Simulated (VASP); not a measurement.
# Mo (Pm-3m) in VASP: notebook

The runs below take Mo through density of states, with PBEsol.

Program: VASP 6.6.1. These are calculated values, not measurements. Logs are shortened: lines on timing, memory, paths and dates and some standing lists are left out, and cuts for length are marked.

**1. The cell of the first run**

The structure is cubic, space group Pm-3m (No. 221). The conventional cell has a = 1.941 Å, b = 1.941 Å, c = 1.941 Å, α = 90.00°, β = 90.00°, γ = 90.00°. Within 2.6 Å of Mo (site symmetry m-3m) lie 6 Mo at 1.94 Å.

**2. Density of states, PBEsol (volume scaled by 0.43)**

File POSCAR:

```
Mo
1.0
    1.9407530043      0.0000000000      0.0000000000
    0.0000000000      1.9407530043      0.0000000000
    0.0000000000      0.0000000000      1.9407530043
Mo
1
Direct
    0.0000000000      0.0000000000      0.0000000000
```

File INCAR.step1:

```
SYSTEM = Mo
PREC = Accurate
ENCUT = 520
EDIFF = 1E-6
ISMEAR = -1
SIGMA = 0.1
LREAL = .FALSE.
LASPH = .TRUE.
NELM = 80
ALGO = Normal
ISIF = 2
LWAVE = .FALSE.
LCHARG = .TRUE.
LMAXMIX = 4
GGA = PS
NBANDS = 13
```

File KPOINTS.step1:

```
Automatic mesh
0
G
  15 15 15
  0 0 0
```

File INCAR.step2:

```
SYSTEM = Mo
PREC = Accurate
ENCUT = 520
EDIFF = 1E-6
ISMEAR = -5
SIGMA = 0.1
LREAL = .FALSE.
LASPH = .TRUE.
NELM = 80
ALGO = Normal
ISIF = 2
LWAVE = .FALSE.
LCHARG = .FALSE.
LMAXMIX = 4
GGA = PS
LORBIT = 11
NEDOS = 1001
ICHARG = 11
```

File KPOINTS.step2:

```
Automatic mesh
0
G
  23 23 23
  0 0 0
```

Potentials or basis: VASP PAW PBE potentials, release 64 (Mo_sv).

Started as:

```sh
$ cat potpaw_PBE.64/Mo_sv/POTCAR > POTCAR
$ cp INCAR.step1 INCAR
$ cp KPOINTS.step1 KPOINTS
$ mpirun -np 1 vasp_std > vasp.out
$ cp INCAR.step2 INCAR
$ cp KPOINTS.step2 KPOINTS
$ mpirun -np 1 vasp_std > vasp.out
```

OUTCAR:

```text
SYSTEM = Mo
   PREC = Accurate
   ENCUT = 520
   EDIFF = 1E-6
   ISMEAR = -5
   LREAL = .FALSE.
   LASPH = .TRUE.
   NELM = 80
   ISIF = 2
   GGA = PS
   LORBIT = 11
   ICHARG = 11

 ion  position               nearest neighbor table
   1  0.000  0.000  0.000-

  LATTYP: Found a simple cubic cell.
 ALAT       =     1.9407530043

  Lattice vectors:

 A1 = (   1.9407530043,   0.0000000000,   0.0000000000)
 A2 = (   0.0000000000,   1.9407530043,   0.0000000000)
 A3 = (   0.0000000000,   0.0000000000,   1.9407530043)

Analysis of symmetry for initial positions (statically):
=====================================================================
 Subroutine PRICEL returns:
 Original cell was already a primitive cell.

 Routine SETGRP: Setting up the symmetry group for a
 simple cubic supercell.

 Subroutine GETGRP returns: Found 48 space group operations
 (whereof 48 operations were pure point group operations)
 out of a pool of 48 trial point group operations.

The static configuration has the point symmetry O_h .

Analysis of symmetry for dynamics (positions and initial velocities):
=====================================================================
 Subroutine PRICEL returns:
 Original cell was already a primitive cell.

 Routine SETGRP: Setting up the symmetry group for a
 simple cubic supercell.

 Subroutine GETGRP returns: Found 48 space group operations
 (whereof 48 operations were pure point group operations)
 out of a pool of 48 trial point group operations.

The dynamic configuration has the point symmetry O_h .

 Subroutine INISYM returns: Found 48 space group operations
 (whereof 48 operations are pure point group operations),
 and found     1 'primitive' translations

----------------------------------------------------------------------------------------

                                     Primitive cell

  volume of cell :       7.3099

  direct lattice vectors                    reciprocal lattice vectors
     1.940753004  0.000000000  0.000000000     0.515263920  0.000000000  0.000000000
     0.000000000  1.940753004  0.000000000     0.000000000  0.515263920  0.000000000
     0.000000000  0.000000000  1.940753004     0.000000000  0.000000000  0.515263920
[... 88 lines left out ...]
   IBRION =     -1    ionic relax: 0-MD 1-quasi-New 2-CG
   NFREE  =      0    steps in history (QN), initial steepest desc. (CG)
   ISIF   =      2    stress and relaxation
   ISYM   =      2    0-nonsym 1-usesym 2-fastsym
   POTIM  = 0.5000    time-step for ionic-motion
   TEBEG  =    0.0;   TEEND  =   0.0 temperature during run
   PSTRESS=    0.0 pullay stress
   NELECT =      14.0000    total number of electrons
   NUPDOWN=      -1.0000    fix difference up-down
   EMIN   =  10.00;   EMAX   =-10.00  energy-range for DOS
   EFERMI =   0.00;   METHOD = LEGACY
   ISMEAR =    -5;   SIGMA  =   0.10  broadening in eV -4-tet -1-fermi 0-gaus
   EFERMI_NEDOS =   21; number of points for ismear=-14 and -15
   IALGO  =     38    algorithm
   IMIX   =      4    mixing-type and parameters
     AMIX     =   0.40;   BMIX     =  1.00
     AMIX_MAG =   1.60;   BMIX_MAG =  1.00
  volume/ion in A,a.u.               =       7.31        49.33
  Fermi-wavevector in a.u.,A,eV,Ry     =   2.033046  3.841900 56.236644  4.133277
  Thomas-Fermi vector in A             =   3.040378
   LORBIT       =     11    0 simple, 1 ext, 2 COOP (PROOUT), +10 PAW based schemes
   GGA     = PS    functional components
   LHFCALC =     F    Hartree Fock is set to
   AEXX    =    0.0000 exact exchange contribution
   IVDW    =     0    specifies the selected vdW correction
   LEPSILON=     F    determine dielectric tensor
   LRPA    =     F    only Hartree local field effects (RPA)
 non-spin polarized calculation
 Fermi weights with tetrahedron method with Bloechl corrections
  energy-cutoff  :      520.00
  volume of cell :        7.31
 maximum number of plane-waves:       208

 number of electron      13.9999996 magnetization

 Free energy of the ion-electron system (eV)
  ---------------------------------------------------
  ext. energy  EPLUGINS =         0.00000000
  ---------------------------------------------------
  free energy    TOTEN  =         4.14155987 eV

  energy without entropy =        4.14155987  energy(sigma->0) =        4.14155987

 E-fermi :  29.0964     XC(G=0): -18.2110

 val. band max:       29.4867655169   @ k =   0.3913   0.0000   0.0000
 cond. band min:      28.8832795571   @ k =   0.4783   0.3478   0.1304
 fundamental gap:     -0.6034859598
 Fermi energy:        29.0963655011

 k-point     1 :       0.0000    0.0000    0.0000
  band No.  band energies     occupation
      1     -37.8593      2.00000
      2      -3.7199      2.00000
      3      -3.7199      2.00000
      4      -3.7199      2.00000
      5      16.8242      2.00000
      6      16.8242      2.00000
      7      22.4252      2.00000
      8      40.0802      0.00000
      9      40.0802      0.00000
     10      40.0802      0.00000
     11      54.6625      0.00000
[... 309 lines left out ...]
 k-point    24 :       0.0870    0.0870    0.0000
  band No.  band energies     occupation
      1     -37.5213      2.00000
      2      -4.8936      2.00000
      3      -4.7768      2.00000
      4      -3.5119      2.00000
      5      17.6379      2.00000
      6      18.8268      2.00000
      7      23.6575      2.00000
      8      37.1851      0.00000
      9      38.5151      0.00000
     10      39.0047      0.00000
     11      53.1301      0.00000

 [... further k-points ...]

------------------------ aborting loop because EDIFF is reached ----------------------------------------

  FORCE on cell =-STRESS in cart. coord.  units (eV):
  Direction    XX          YY          ZZ          XY          YZ          ZX
  --------------------------------------------------------------------------------------
  -------------------------------------------------------------------------------------
  Total       45.3213151     45.3213151     45.3213151     -0.0000000      0.0000000      0.0000000
  in kB     9933.4997233   9933.4997233   9933.4997233     -0.0000000      0.0000000      0.0000000
  external PRESSURE =    9933.4997233 kB  Pullay stress =       0.0000000 kB

 VOLUME and BASIS-vectors are now :
 -----------------------------------------------------------------------------
  energy-cutoff  :      520.00
  volume of cell :        7.31
      direct lattice vectors                 reciprocal lattice vectors
     1.940753004  0.000000000  0.000000000     0.515263920  0.000000000  0.000000000
     0.000000000  1.940753004  0.000000000     0.000000000  0.515263920  0.000000000
     0.000000000  0.000000000  1.940753004     0.000000000  0.000000000  0.515263920

 POSITION                                       TOTAL-FORCE (eV/Angst)
 -----------------------------------------------------------------------------------
      0.00000      0.00000      0.00000         0.000000      0.000000      0.000000
 -----------------------------------------------------------------------------------
    total drift:                                0.000000     -0.000000     -0.000000

  FREE ENERGIE OF THE ION-ELECTRON SYSTEM (eV)
  ---------------------------------------------------
  free  energy   TOTEN  =         4.1415598682 eV

  energy  without entropy=        4.1415598682  energy(sigma->0) =        4.14155987

 total charge

# of ion       s       p       d       tot
------------------------------------------
    1        2.699   6.585   6.927  16.211
```

OUTCAR.step1:

```text
SYSTEM = Mo
   PREC = Accurate
   ENCUT = 520
   EDIFF = 1E-6
   ISMEAR = -1
   LREAL = .FALSE.
[... 601 lines left out ...]
 -----------------------------------------------------------------------------------
      0.00000      0.00000      0.00000         0.000000      0.000000      0.000000
 -----------------------------------------------------------------------------------
    total drift:                               -0.000000     -0.000000     -0.000000

  FREE ENERGIE OF THE ION-ELECTRON SYSTEM (eV)
  ---------------------------------------------------
  free  energy   TOTEN  =         4.1260611821 eV

  energy  without entropy=        4.1410811129  energy(sigma->0) =        4.13357115
```

OSZICAR.step1:

```text
N       E                     dE             d eps       ncg     rms          rms(c)
DAV:   1     0.101515555549E+03    0.10152E+03   -0.82120E+03  3192   0.121E+03
DAV:   2     0.482410281060E+01   -0.96691E+02   -0.93451E+02  3575   0.336E+02
DAV:   3     0.391243101894E+01   -0.91167E+00   -0.91076E+00  3500   0.314E+01
DAV:   4     0.391134003019E+01   -0.10910E-02   -0.10910E-02  3595   0.129E+00
DAV:   5     0.391133745265E+01   -0.25775E-05   -0.25807E-05  3530   0.577E-02    0.120E+02
DAV:   6     0.406135660534E+01    0.15002E+00   -0.20379E-02  3345   0.146E+00    0.709E+01
DAV:   7     0.412626960137E+01    0.64913E-01   -0.39437E-02  3435   0.194E+00    0.488E-01
DAV:   8     0.412610798678E+01   -0.16161E-03   -0.75039E-04  3290   0.325E-01    0.146E-01
DAV:   9     0.412605772616E+01   -0.50261E-04   -0.67776E-05  3800   0.110E-01    0.199E-02
DAV:  10     0.412606123053E+01    0.35044E-05   -0.25785E-06  3217   0.237E-02    0.539E-03
DAV:  11     0.412606118205E+01   -0.48479E-07   -0.43944E-08  1650   0.266E-03
   1 F= 0.41260612E+01 E0= 0.41335711E+01  d E =-.150199E-01
```

Wall time 42 s (1 thread of AMD EPYC 7R13, shared host); peak memory 0.11 GiB.

Caveat: the cell differs from its parent crystal (volume scaled by 0.43); the PAW data sets were made with another functional, which shifts forces and pressure a little; tetrahedron occupations give inexact forces and stress in metals.

**3. Density of states, PBEsol (volume scaled by 0.88)**

File POSCAR:

```
Mo
1.0
    2.4640054986      0.0000000000      0.0000000000
    0.0000000000      2.4640054986      0.0000000000
    0.0000000000      0.0000000000      2.4640054986
Mo
1
Direct
    0.0000000000      0.0000000000      0.0000000000
```

File INCAR.step1:

```
ALGO = Normal ; EDIFF = 1E-6
ENCUT = 520 ; GGA = PS
ISIF = 2 ; ISMEAR = -1
LASPH = T ; LCHARG = T
LMAXMIX = 4 ; LREAL = F
LWAVE = F ; NBANDS = 13
NELM = 80 ; PREC = Accurate
SIGMA = 0.1
```

File KPOINTS.step1:

```
k-points
0
Gamma
  15 15 15
```

File INCAR.step2:

```
ALGO = Normal ; EDIFF = 1E-6
ENCUT = 520 ; GGA = PS
ICHARG = 11 ; ISIF = 2
ISMEAR = -5 ; LASPH = T
LCHARG = F ; LMAXMIX = 4
LORBIT = 11 ; LREAL = F
LWAVE = F ; NBANDS = 13
NEDOS = 1001 ; NELM = 80
PREC = Accurate ; SIGMA = 0.1
```

File KPOINTS.step2:

```
k-points
0
Gamma
  23 23 23
```

Potentials or basis: VASP PAW PBE potentials, release 64 (Mo_sv).

Started as:

```sh
$ cat potpaw_PBE.64/Mo_sv/POTCAR > POTCAR
$ cp INCAR.step1 INCAR
$ cp KPOINTS.step1 KPOINTS
$ mpirun -np 1 vasp_std > vasp.out
$ cp INCAR.step2 INCAR
$ cp KPOINTS.step2 KPOINTS
$ mpirun -np 1 vasp_std > vasp.out
```

It took 40 s on 1 thread of Intel Xeon Platinum 8259CL at 2.50GHz (Skylake/Cascade Lake), shared host; peak memory 0.18 GiB.

It converged, with:

```
Valence electrons inside the program's atomic spheres : Mo 12.97
```

Levels at points of the mesh, in eV from the Fermi level:
| k point | band 3 | band 4 | band 5 | band 6 | band 7 | band 8 | band 9 | band 10 | band 11 | band 12 |
| --- | --- | --- | --- | --- | --- | --- | --- | --- | --- | --- |
| (0.00, 0.00, 0.00) | -34.00 | -34.00 | -7.02 | -5.10 | -5.10 | 4.79 | 4.79 | 4.79 | 16.85 | 16.85 |

Caveat: the cell differs from its parent crystal (volume scaled by 0.88); the PAW data sets were made with another functional, which shifts forces and pressure a little; tetrahedron occupations give inexact forces and stress in metals.

**4. Density of states, PBEsol**

This run uses another cell than the first one, of 17.00 Å³/atom, 2.326 times its volume.

File POSCAR:

```
Mo
1.0
    2.5712686136      0.0000000000      0.0000000000
    0.0000000000      2.5712686136      0.0000000000
    0.0000000000      0.0000000000      2.5712686136
Mo
1
Direct
    0.0000000000      0.0000000000      0.0000000000
```

Changes to INCAR.step1 since step 3:

```diff
@@ -6,3 +6,3 @@
 LWAVE = F ; NBANDS = 13
-NELM = 80 ; PREC = Accurate
+NELM = 60 ; PREC = Accurate
 SIGMA = 0.1
```

KPOINTS.step1 is that of step 3.

Changes to INCAR.step2 since step 3:

```diff
@@ -7,3 +7,3 @@
 LWAVE = F ; NBANDS = 13
-NEDOS = 1001 ; NELM = 80
+NEDOS = 2001 ; NELM = 60
 PREC = Accurate ; SIGMA = 0.1
```

KPOINTS.step2 is that of step 3.

Started as:

```sh
$ cat potpaw_PBE.64/Mo_sv/POTCAR > POTCAR
$ cp INCAR.step1 INCAR
$ cp KPOINTS.step1 KPOINTS
$ mpirun -np 1 vasp_std > vasp.out
$ cp INCAR.step2 INCAR
$ cp KPOINTS.step2 KPOINTS
$ mpirun -np 1 vasp_std > vasp.out
```

It took 57 s on 1 thread of Intel Xeon Platinum 8259CL at 2.50GHz (Skylake/Cascade Lake), shared host; peak memory 0.19 GiB.

Results (log left out):

```
Valence electrons inside the program's atomic spheres : Mo 12.66
```

Levels at points of the mesh, in eV from the Fermi level:
| k point | band 3 | band 4 | band 5 | band 6 | band 7 | band 8 | band 9 | band 10 | band 11 | band 12 |
| --- | --- | --- | --- | --- | --- | --- | --- | --- | --- | --- |
| (0.00, 0.00, 0.00) | -34.25 | -34.25 | -6.64 | -4.34 | -4.34 | 4.02 | 4.02 | 4.02 | 15.70 | 15.70 |

Caveat: the PAW data sets were made with another functional, which shifts forces and pressure a little; tetrahedron occupations give inexact forces and stress in metals.
